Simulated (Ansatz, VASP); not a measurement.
## Ir in VASP and in Ansatz

```
CELL_PARAMETERS angstrom
0.00000 1.95329 1.91970
1.91970 0.00000 1.91970
1.91970 1.95329 0.00000
ATOMIC_POSITIONS crystal
Ir 0.00000 0.00000 0.00000
```

Change from the starting cell: strain +0.0175 x Voigt [0, 1, 0, 0, 0, 0], atoms carried along.

Alike in both runs: task single point; functional r2SCAN; k mesh 22 × 22 × 22; occupations gaussian, width 0.15 eV; no spin polarisation.

|  | VASP | Ansatz |
| --- | --- | --- |
| version | VASP 6.6.1 | Ansatz 0.2.0 |
| potentials or method | VASP PAW PBE potentials, release 64 (Ir), cutoff 520 eV | scalar-relativistic, plane waves, PAW |
| valence electrons in the cell | 9 | 17 |

Ansatz gave:

```
gap on the k mesh at the Fermi level (eV)                     : none
pressure (GPa)                                                : -4.7
traceless stress, the component that is largest in VASP (GPa) : -4.21
```

Problem. Which values does VASP return?

Solution. gap on the k mesh at the Fermi level (eV): none; pressure (GPa): -2.4; traceless stress, the component that is largest in VASP (GPa): -4.21.

VASP's potentials were made for PBE, not for r2SCAN. A gap of «none» marks a metal or a gap that the smearing closes. VASP's potentials hold 9 valence electrons a cell and Ansatz's 17, so a difference there can come from the potentials and not from the codes.

Neither program's run includes spin-orbit coupling.
